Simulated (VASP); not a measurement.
A run of VASP 6.6.1 is set up as follows.

Contents of INCAR:

```
PREC = Accurate ; ENCUT = 520
EDIFF = 1E-7 ; ISMEAR = -1
SIGMA = 0.03 ; LREAL = False
LASPH = True ; NELM = 60
ALGO = Normal ; ISIF = 2
LWAVE = False ; LCHARG = False
GGA = CA ; NBANDS = 9
```

KPOINTS

```
Automatic mesh
0
Gamma
  11 11 11
```

Contents of POSCAR:

```
LiH
1.0
    0.0000000000      2.0528250000      2.0325000000
    2.0528250000      0.0000000000      2.0325000000
    2.0528250000      2.0528250000      0.0000000000
Li H
1 1
Direct
    0.0000000000      0.0000000000      0.0000000000
    0.5000000000      0.5000000000      0.5000000000
```

Potentials or basis: VASP PAW LDA potentials, release 64 (Li_sv, H).

Command:

```console
$ cat potpaw_LDA.64/Li_sv/POTCAR potpaw_LDA.64/H/POTCAR > POTCAR
$ mpirun -np 1 vasp_std > vasp.out
```

Predict the band gap on the k mesh.

2.76 eV, indirect (least direct gap 2.83 eV).

Caveat: the cell differs from its parent crystal (equal xx and yy strain of +1 %). A k mesh can miss the band edges.
